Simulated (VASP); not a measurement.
Set up this calculation in VASP 6.6.1, as the native input.

- Task: single point
- Functional: HSE06
- Potentials or basis: VASP PAW PBE potentials, release 64 (Na_pv, H)
- Cutoff: 520 eV
- k mesh: 6 × 6 × 6
- Occupations: gaussian, width 0.01 eV
- Spin: no spin polarisation
- Dipole correction: no
- Grid for exact exchange (PRECFOCK): Normal
- Further INCAR settings: ALGO = Normal; EDIFF = 1e-07; NBANDS = 11
- Share of exact exchange: 0.25
- Screening parameter: 0.2079 1/Å

The system is NaH.

```xyz
2
Lattice="0.0000 2.3428 2.3428 2.3428 0.0000 2.3428 2.3428 2.3428 0.0000" Properties=species:S:1:pos:R:3 pbc="T T T"
Na    0.0000    0.0000    0.0000
H     2.3428    2.3428    2.3428
```

This cell differs from its parent crystal: strain -2.3%.

The input as run:

POSCAR

```
NaH
1.0
    0.0000000000      2.3428490071      2.3428490071
    2.3428490071      0.0000000000      2.3428490071
    2.3428490071      2.3428490071      0.0000000000
Na H
1 1
Direct
    0.0000000000      0.0000000000      0.0000000000
    0.5000000000      0.5000000000      0.5000000000
```

INCAR.step1

```
SYSTEM = NaH
ALGO = Normal
EDIFF = 1E-5
ENCUT = 520
GGA = PE
ISIF = 2
ISMEAR = 0
LASPH = .True.
LCHARG = .False.
LREAL = .False.
LWAVE = .True.
NBANDS = 11
NELM = 60
PREC = Accurate
SIGMA = 0.01
```

INCAR.step2

```
SYSTEM = NaH
ALGO = Normal
EDIFF = 1E-7
ENCUT = 520
GGA = PE
HFSCREEN = 0.2079
ISIF = 2
ISMEAR = 0
ISTART = 1
LASPH = .True.
LCHARG = .False.
LHFCALC = .True.
LREAL = .False.
LWAVE = .False.
NBANDS = 11
NELM = 60
PREC = Accurate
PRECFOCK = Normal
SIGMA = 0.01
```

KPOINTS

```
k-points
0
Gamma
  6 6 6
  0 0 0
```

Potentials or basis: VASP PAW PBE potentials, release 64 (Na_pv, H).

Launch:

```console
$ cat potpaw_PBE.64/Na_pv/POTCAR potpaw_PBE.64/H/POTCAR > POTCAR
$ cp INCAR.step1 INCAR
$ mpirun -np 1 vasp_std > vasp.out
$ cp INCAR.step2 INCAR
$ mpirun -np 1 vasp_std > vasp.out
```

It gave:

```json
{"Pressure": "2.1 GPa", "Band gap on the k mesh": "5.04 eV (least direct gap 5.99 eV)"}
```

Caveat: the cell differs from its parent crystal (strain -2.3%); the PAW data sets were made with another functional, which shifts forces and pressure a little.

It took 17 min on 1 thread of Intel Xeon 8259CL, on a shared host, peak memory 0.26 GiB.
